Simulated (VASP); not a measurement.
The system is I.

```
I
1.0
    -2.08938    2.08938    2.08938
     2.08938   -2.08938    2.08938
     2.08938    2.08938   -2.08938
I
1
Direct
  0.00000 0.00000 0.00000
```

* Program: VASP 6.6.1
* Task: relaxation of cell and atoms
* Functional: PBEsol
* Potentials or basis: VASP PAW PBE potentials, release 64 (I)
* Cutoff: 600 eV
* k mesh: 9 × 9 × 9
* Occupations: fermi-dirac, width 0.05 eV
* Spin: no spin polarisation

At the start: pressure -2.5 GPa; volume 36.48 Å³/atom.

Q: Where does the relaxation end?

A: Over 3 steps the energy falls by 30.8 meV/atom and the volume is 32.98 Å³/atom (-9.6 %); space group Im-3m (No. 229, to 0.1 Å) before and after.

Step by step:
```tsv
step	energy change (eV)	largest force (eV/Å)	pressure (GPa)	volume (Å³)
1	0.0000	0.0000	-2.52	36.48
2	-0.0298	0.0000	-0.53	33.53
3	-0.0308	0.0000	-0.03	32.98
```

Final structure:
```
CELL_PARAMETERS angstrom
-2.02012 2.02012 2.02012
2.02012 -2.02012 2.02012
2.02012 2.02012 -2.02012
ATOMIC_POSITIONS crystal
I 0.00000 0.00000 0.00000
```

Caveat: the PAW data sets were made with another functional, which shifts forces and pressure a little; an odd number of electrons without spin polarisation forces a metal; a magnetic or distorted state may lie lower.
